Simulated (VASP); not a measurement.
Here is a VASP 6.6.1 calculation.

File INCAR:

```
SYSTEM = Ag
ALGO = Fast
EDIFF = 1E-6
EDIFFG = -0.008
ENCUT = 600
GGA = PS
IBRION = 2
ISIF = 3
ISMEAR = 0
LASPH = .TRUE.
LCHARG = .FALSE.
LREAL = .FALSE.
LWAVE = .FALSE.
NELM = 80
NSW = 70
PREC = Accurate
PSTRESS = 400.0
SIGMA = 0.1
```

The input KPOINTS:

```
k-points
0
G
  18 18 18
  0 0 0
```

Contents of POSCAR:

```
Ag
1.0
    0.0000000000      1.8969156314      1.8969156314
    1.8969156314      0.0000000000      1.8969156314
    1.8969156314      1.8969156314      0.0000000000
Ag
1
Direct
    0.0000000000      0.0000000000      0.0000000000
```

Potentials or basis: VASP PAW PBE potentials, release 64 (Ag).

The run is started by

```console
$ cat potpaw_PBE.64/Ag/POTCAR > POTCAR
$ mpirun -np 1 vasp_std > vasp.out
```

Question: Estimate the relaxed cell.

Answer: a = 2.685 Å, b = 2.685 Å, c = 2.685 Å, α = 60.00°, β = 60.00°, γ = 60.00°.

Question: Predict the space group after relaxing (to 0.05 Å).

Answer: Fm-3m (No. 225).

Question: What does it give for the relaxed volume?

Answer: 13.69 Å³/atom.

Step by step:
| step | energy change (eV) | largest force (eV/Å) | pressure (GPa) | volume (Å³) |
| --- | --- | --- | --- | --- |
| 1 | 0.0000 | 0.0000 | 40.98 | 13.65 |
| 2 | -0.0403 | 0.0000 | 37.29 | 13.82 |
| 3 | -0.0103 | 0.0000 | 39.96 | 13.69 |

Caveat: the cell is relaxed towards a set pressure, so the enthalpy falls and the energy may rise; the PAW data sets were made with another functional, which shifts forces and pressure a little.
